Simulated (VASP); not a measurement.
# Nd2AlSe3 (P6/mmm) in VASP: single point with PBE

Aim: the single point of Nd2AlSe3 with PBE.

Program: VASP 6.6.1. These are calculated values, not measurements. Logs are shortened: lines on timing, memory, paths and dates and some standing lists are left out, and cuts for length are marked.

## Step 1: The cell of the first run

The structure is hexagonal, space group P6/mmm (No. 191). The conventional cell has a = 6.688 Å, b = 6.688 Å, c = 3.925 Å, α = 90.00°, β = 90.00°, γ = 120.00°. Within 3.6 Å of Nd (site symmetry -6m2) lie 6 Se at 2.75 Å. Al (site symmetry 6/mmm) has 6 Nd at 3.86 Å and 12 Se at 3.88 Å and 2 Al at 3.93 Å within 5.1 Å. Se (site symmetry mmm) has 4 Nd at 2.75 Å and 4 Se at 3.34 Å within 3.6 Å.

## Step 2: Single point, PBE

Input file INCAR:

```
SYSTEM = Nd2AlSe3
  ALGO = Normal
  EDIFF = 1E-6
  ENCUT = 520
  GGA = PE
  ISIF = 2
  ISMEAR = 0
  LASPH = .TRUE.
  LCHARG = .FALSE.
  LREAL = .FALSE.
  LWAVE = .FALSE.
  NBANDS = 34
  NELM = 80
  PREC = Accurate
  SIGMA = 0.1
```

Input file KPOINTS:

```
k-points
0
G
  3 3 4
  0 0 0
```

Input file POSCAR:

```
Nd2AlSe3
1.0
    6.6878850500      0.0000000000      0.0000000000
   -3.3439425300      5.7918783500      0.0000000000
    0.0000000000      0.0000000000      3.9252398400
Nd Al Se
2 1 3
Direct
    0.6666666700      0.3333333300      0.5000000000
    0.3333333300      0.6666666700      0.5000000000
    0.0000000000      0.0000000000      0.5000000000
    0.0000000000      0.5000000000      0.0000000000
    0.5000000000      0.5000000000      0.0000000000
    0.5000000000      0.0000000000      0.0000000000
```

Potentials or basis: VASP PAW PBE potentials, release 64 (Nd, Al, Se).

Started as:

```
$ cat potpaw_PBE.64/Nd/POTCAR potpaw_PBE.64/Al/POTCAR potpaw_PBE.64/Se/POTCAR > POTCAR
$ mpirun -np 1 vasp_std > vasp.out
```

OUTCAR:

```text
SYSTEM = Nd2AlSe3
   EDIFF = 1E-6
   ENCUT = 520
   GGA = PE
   ISIF = 2
   ISMEAR = 0
   LASPH = .TRUE.
   LREAL = .FALSE.
   NELM = 80
   PREC = Accurate

 ion  position               nearest neighbor table
   1  0.667  0.333  0.500-   4 2.75   4 2.75   6 2.75   6 2.75   5 2.75   5 2.75
   2  0.333  0.667  0.500-   4 2.75   4 2.75   6 2.75   6 2.75   5 2.75   5 2.75
   3  0.000  0.000  0.500-
   4  0.000  0.500  0.000-   1 2.75   2 2.75   1 2.75   2 2.75
   5  0.500  0.500  0.000-   1 2.75   2 2.75   1 2.75   2 2.75
   6  0.500  0.000  0.000-   1 2.75   2 2.75   1 2.75   2 2.75

  LATTYP: Found a hexagonal cell.
 ALAT       =     6.6878850500
 C/A-ratio  =     0.5869179585

  Lattice vectors:

 A1 = (   6.6878850500,   0.0000000000,   0.0000000000)
 A2 = (  -3.3439425300,   5.7918783500,   0.0000000000)
 A3 = (   0.0000000000,   0.0000000000,   3.9252398400)

Analysis of symmetry for initial positions (statically):
=====================================================================
 Subroutine PRICEL returns:
 Original cell was already a primitive cell.

 Routine SETGRP: Setting up the symmetry group for a
 hexagonal supercell.

 Subroutine GETGRP returns: Found 24 space group operations
 (whereof 24 operations were pure point group operations)
 out of a pool of 24 trial point group operations.

The static configuration has the point symmetry D_6h.

Analysis of symmetry for dynamics (positions and initial velocities):
=====================================================================
 Subroutine PRICEL returns:
 Original cell was already a primitive cell.

 Routine SETGRP: Setting up the symmetry group for a
 hexagonal supercell.

 Subroutine GETGRP returns: Found 24 space group operations
 (whereof 24 operations were pure point group operations)
 out of a pool of 24 trial point group operations.

The dynamic configuration has the point symmetry D_6h.

 Subroutine INISYM returns: Found 24 space group operations
 (whereof 24 operations are pure point group operations),
 and found     1 'primitive' translations

----------------------------------------------------------------------------------------

                                     Primitive cell

  volume of cell :     152.0458

  direct lattice vectors                    reciprocal lattice vectors
     6.687885050  0.000000000  0.000000000     0.149524101  0.086327780  0.000000000
    -3.343942530  5.791878350  0.000000000     0.000000000  0.172655560  0.000000000
     0.000000000  0.000000000  3.925239840     0.000000000  0.000000000  0.254761503

  length of vectors
     6.687885050  6.687885052  3.925239840     0.172655560  0.172655560  0.254761503

  position of ions in fractional coordinates (direct lattice)
     0.666666670  0.333333330  0.500000000
     0.333333330  0.666666670  0.500000000
     0.000000000  0.000000000  0.500000000
     1.000000000  0.500000000  0.000000000
     0.500000000  0.500000000  0.000000000
     0.500000000  0.000000000  0.000000000

  ion indices of the primitive-cell ions
   primitive index   ion index
                 1           1
                 2           2
                 3           3
                 4           4
                 5           5
                 6           6

----------------------------------------------------------------------------------------

 KPOINTS: k-points

Automatic generation of k-mesh.
 Grid dimensions read from file:
 generate k-points for:    3    3    4

 Generating k-lattice:

  Cartesian coordinates                     Fractional coordinates (reciprocal lattice)
     0.049841367  0.028775927  0.000000000     0.333333333  0.000000000  0.000000000
     0.000000000  0.057551853  0.000000000     0.000000000  0.333333333  0.000000000
     0.000000000  0.000000000  0.063690376     0.000000000  0.000000000  0.250000000

  Length of vectors
     0.057551853  0.057551853  0.063690376

  Shift w.r.t. Gamma in fractional coordinates (k-lattice)
     0.000000000  0.000000000  0.000000000

 Subroutine IBZKPT returns following result:
 ===========================================

 Found      9 irreducible k-points:

 Following reciprocal coordinates:
            Coordinates               Weight
  0.000000  0.000000  0.000000      1.000000
  0.333333 -0.000000  0.000000      6.000000
  0.333333  0.333333  0.000000      2.000000
  0.000000  0.000000  0.250000      2.000000
  0.333333 -0.000000  0.250000     12.000000
  0.333333  0.333333  0.250000      4.000000
  0.000000  0.000000  0.500000      1.000000
  0.333333 -0.000000  0.500000      6.000000
  0.333333  0.333333  0.500000      2.000000
   k-points           NKPTS =      9   k-points in BZ     NKDIM =      9   number of bands    NBANDS=     34
   number of dos      NEDOS =    301   number of ions     NIONS =      6
   total plane-waves  NPLWV =  75000
   dimension x,y,z NGX =    50 NGY =   50 NGZ =   30
   dimension x,y,z NGXF=   100 NGYF=  100 NGZF=   60
   ions per type =               2   1   3
   NGX,Y,Z   is equivalent  to a cutoff of  12.43, 12.43, 12.71 a.u.
   NGXF,Y,Z  is equivalent  to a cutoff of  24.86, 24.86, 25.41 a.u.
 SYSTEM =  Nd2AlSe3
   PREC   = accura    normal or accurate (medium, high low for compatibility)
   ISTART =      0    job   : 0-new  1-cont  2-samecut
   ICHARG =      2    charge: 1-file 2-atom 10-const
   ISPIN  =      1    spin polarized calculation?
   LNONCOLLINEAR =      F non collinear calculations
   LSORBIT =      F    spin-orbit coupling
   LASPH  =      T    aspherical Exc in radial PAW
   ENCUT  =  520.0 eV  38.22 Ry    6.18 a.u.  12.44 12.44  7.30*2*pi/ulx,y,z
   NELM   =     80;   NELMIN=  2; NELMDL= -5     # of ELM steps
   EDIFF  = 0.1E-05   stopping-criterion for ELM
   LREAL  =      F    real-space projection
   EDIFFG = 0.1E-04   stopping-criterion for IOM
   NSW    =      0    number of steps for IOM
   IBRION =     -1    ionic relax: 0-MD 1-quasi-New 2-CG
   NFREE  =      0    steps in history (QN), initial steepest desc. (CG)
   ISIF   =      2    stress and relaxation
   ISYM   =      2    0-nonsym 1-usesym 2-fastsym
   POTIM  = 0.5000    time-step for ionic-motion
   TEBEG  =    0.0;   TEEND  =   0.0 temperature during run
   PSTRESS=    0.0 pullay stress
   NELECT =      49.0000    total number of electrons
   NUPDOWN=      -1.0000    fix difference up-down
   EMIN   =  10.00;   EMAX   =-10.00  energy-range for DOS
   EFERMI =   0.00;   METHOD = LEGACY
   ISMEAR =     0;   SIGMA  =   0.10  broadening in eV -4-tet -1-fermi 0-gaus
   EFERMI_NEDOS =   21; number of points for ismear=-14 and -15
   IALGO  =     38    algorithm
   IMIX   =      4    mixing-type and parameters
     AMIX     =   0.40;   BMIX     =  1.00
     AMIX_MAG =   1.60;   BMIX_MAG =  1.00
  volume/ion in A,a.u.               =      25.34       171.01
  Fermi-wavevector in a.u.,A,eV,Ry     =   1.122403  2.121034 17.140455  1.259788
  Thomas-Fermi vector in A             =   2.259063
   LORBIT       =      0    0 simple, 1 ext, 2 COOP (PROOUT), +10 PAW based schemes
   GGA     = PE    functional components
   LHFCALC =     F    Hartree Fock is set to
   AEXX    =    0.0000 exact exchange contribution
   IVDW    =     0    specifies the selected vdW correction
   LEPSILON=     F    determine dielectric tensor
   LRPA    =     F    only Hartree local field effects (RPA)
 non-spin polarized calculation
 Gauss-broadening in eV      SIGMA  =   0.10
  energy-cutoff  :      520.00
  volume of cell :      152.05
 maximum number of plane-waves:      4119
 NGX is ok and might be reduce to    50
   NGX = 25   NGY = 25   NGZ = 15

 number of electron      49.0000011 magnetization

 Free energy of the ion-electron system (eV)
  ---------------------------------------------------
  ext. energy  EPLUGINS =         0.00000000
  ---------------------------------------------------
  free energy    TOTEN  =       -29.93366436 eV

  energy without entropy =      -29.71500481  energy(sigma->0) =      -29.82433458

 E-fermi :   4.8861     XC(G=0):  -9.8017

 val. band max:        4.8831183848   @ k =   0.3333  -0.0000   0.2500
 cond. band min:       4.8873860463   @ k =   0.3333   0.3333   0.2500
 fundamental gap:      0.0042676614
 Fermi energy:         4.8860972122

 k-point     1 :       0.0000    0.0000    0.0000
  band No.  band energies     occupation
      1     -31.9762      2.00000
      2     -31.9281      2.00000
      3     -13.8612      2.00000
      4     -13.8612      2.00000
      5     -13.3643      2.00000
      6     -13.2542      2.00000
[... 26 lines left out ...]
     33       5.5031      0.00000
     34       5.5314      0.00000

 k-point     2 :       0.3333   -0.0000    0.0000
  band No.  band energies     occupation
      1     -31.9661      2.00000
      2     -31.9383      2.00000
      3     -13.8807      2.00000
      4     -13.7622      2.00000
      5     -13.3893      2.00000
      6     -13.3285      2.00000
[... 26 lines left out ...]
     33       5.2593      0.00000
     34       5.3812      0.00000

 k-point     3 :       0.3333    0.3333    0.0000
  band No.  band energies     occupation
      1     -31.9522      2.00000
      2     -31.9522      2.00000
      3     -13.9009      2.00000
      4     -13.5844      2.00000
      5     -13.5844      2.00000
      6     -13.2789      2.00000
[... 26 lines left out ...]
     33       5.2822      0.00000
     34       5.2822      0.00000
[... 149 lines left out ...]
 k-point     8 :       0.3333   -0.0000    0.5000
  band No.  band energies     occupation
      1     -31.9348      2.00000
      2     -31.9086      2.00000
      3     -14.2664      2.00000
      4     -13.9235      2.00000
      5     -13.5580      2.00000
      6     -13.4740      2.00000
[... 26 lines left out ...]
     33       5.0973      0.00282
     34       5.1998      0.00001

 k-point     9 :       0.3333    0.3333    0.5000
  band No.  band energies     occupation
      1     -31.9217      2.00000
      2     -31.9217      2.00000
      3     -14.1016      2.00000
      4     -14.1016      2.00000
      5     -13.5744      2.00000
      6     -13.3532      2.00000
[... 26 lines left out ...]
     33       5.1258      0.00070
     34       5.3445      0.00000

------------------------ aborting loop because EDIFF is reached ----------------------------------------

  FORCE on cell =-STRESS in cart. coord.  units (eV):
  Direction    XX          YY          ZZ          XY          YZ          ZX
  --------------------------------------------------------------------------------------
  -------------------------------------------------------------------------------------
  Total        6.9522933      6.9522933      7.2038923     -0.0000000     -0.0000000      0.0000000
  in kB       73.2595491     73.2595491     75.9107646     -0.0000001     -0.0000000      0.0000000
  external PRESSURE =      74.1432876 kB  Pullay stress =       0.0000000 kB

 VOLUME and BASIS-vectors are now :
 -----------------------------------------------------------------------------
  energy-cutoff  :      520.00
  volume of cell :      152.05
      direct lattice vectors                 reciprocal lattice vectors
     6.687885050  0.000000000  0.000000000     0.149524101  0.086327780  0.000000000
    -3.343942530  5.791878350  0.000000000     0.000000000  0.172655560  0.000000000
     0.000000000  0.000000000  3.925239840     0.000000000  0.000000000  0.254761503

 POSITION                                       TOTAL-FORCE (eV/Angst)
 -----------------------------------------------------------------------------------
      3.34394      1.93063      1.96262        -0.000000      0.000000      0.000000
     -0.00000      3.86125      1.96262         0.000000      0.000000      0.000000
      0.00000      0.00000      1.96262        -0.000000      0.000000      0.000000
     -1.67197      2.89594      0.00000        -0.000000      0.000000      0.000000
      1.67197      2.89594      0.00000        -0.000000      0.000000      0.000000
      3.34394      0.00000      0.00000        -0.000000      0.000000      0.000000
 -----------------------------------------------------------------------------------
    total drift:                               -0.000000      0.000000      0.000000

  FREE ENERGIE OF THE ION-ELECTRON SYSTEM (eV)
  ---------------------------------------------------
  free  energy   TOTEN  =       -29.9336643612 eV

  energy  without entropy=      -29.7150048074  energy(sigma->0) =      -29.82433458
```

It took 3.1 min on 1 thread of Intel Xeon 6975P-C (Granite Rapids), shared host; peak memory 0.29 GiB.

Results:

```
Free energy : -29.9337 eV
Pressure    : 7.4 GPa
```

Caveat: the k points lie up to 0.40 Å⁻¹ apart; spin-orbit coupling is left out, which moves the levels of the heavy elements; the run has no spin polarisation, though such a crystal can be magnetic; without U or exact exchange the open f shell lies at the Fermi level, which spoils levels, moments and volumes.
